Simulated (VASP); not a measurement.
Runs of VASP 6.6.1 on Al. The structure is that of space group Fm-3m (No. 225), or close to it. The cells are those of the table. 

```csv
cell,gap on the mesh (eV),pressure (GPa)
"a = 2.839 Å, angles 60.0°, 1 atom",none,(a)
"a = 2.933 Å, angles 60.0°, 1 atom",none,(b)
"a = 2.956 Å, angles 60.0°, 1 atom",none,-5.7
"a = 2.815 Å, angles 60.0°, 1 atom",none,3.4
"a = 2.887 Å, angles 60.0°, 1 atom",none,-2.1
"a = 2.790 Å, angles 60.0°, 1 atom",none,(c)
"a = 2.864 Å, angles 60.0°, 1 atom",none,-0.6
"a = 2.910 Å, angles 60.0°, 1 atom",none,-3.5
```

Alike in all rows: task single point; level PBE; potentials or basis VASP PAW PBE potentials, release 64 (Al); no spin polarisation; k mesh 10 × 10 × 10; cutoff (eV) 520; smearing gaussian 0.1 eV.

Question: Estimate the missing entries.

Answer: (a) 1.2; (b) -4.7; (c) 5.9.

A gap of «none» marks levels without a gap at the run's occupations.
